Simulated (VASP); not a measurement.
Set up this calculation in VASP 6.6.1, as the native input.

| Property | Result |
| --- | --- |
| Task | single point |
| Functional | PBEsol |
| Potentials or basis | VASP PAW PBE potentials, release 64 (Ba_sv, S) |
| Cutoff | 520 eV |
| k mesh | 1 × 1 × 21 |
| Occupations | gaussian, width 0.05 eV |
| Spin | collinear spin |
| Starting moments | [0.5, 0.5] μB |
| Dipole correction | no |
| Further INCAR settings | ALGO = Normal; EDIFF = 1e-06; NBANDS = 19 |

The structure of BaS lies in POSCAR:

```
BaS
1.0
   11.6000000000      0.0000000000      0.0000000000
    0.0000000000      9.3000000000      0.0000000000
    0.0000000000      0.0000000000      3.0206509376
Ba S
1 1
Direct
    0.3894524299      0.5000000000      0.0000000000
    0.6105475701      0.5000000000      0.5000000000
```

These files were run (other wordings do the same):

INCAR

```
PREC = Accurate
ENCUT = 520
EDIFF = 1E-6
ISMEAR = 0
SIGMA = 0.05
LREAL = False
LASPH = True
NELM = 150
ALGO = Normal
ISIF = 2
LWAVE = False
LCHARG = False
ISPIN = 2
MAGMOM = 0.5 0.5
LORBIT = 11
GGA = PS
NBANDS = 19
```

KPOINTS

```
regular mesh
0
Gamma
  1 1 21
```

Potentials or basis: VASP PAW PBE potentials, release 64 (Ba_sv, S).

The run is started by

```console
$ cat potpaw_PBE.64/Ba_sv/POTCAR potpaw_PBE.64/S/POTCAR > POTCAR
$ mpirun -np 1 vasp_std > vasp.out
```

Results of the run:

```json
{"Largest force": "1.478 eV/Å", "Net moment": "0.48 μB per cell", "Site moments": "Ba +0.20; S -0.03 μB", "Valence electrons inside the program's atomic spheres": "Ba 8.18; S 3.56"}
```

Caveat: a moment this small can come from the mesh or the smearing; the PAW data sets were made with another functional, which shifts forces and pressure a little.

Wall time 3.6 min on 1 thread of Intel(R) Xeon(R) Platinum 8488C (Sapphire Rapids), on a shared host, peak memory 0.54 GiB.
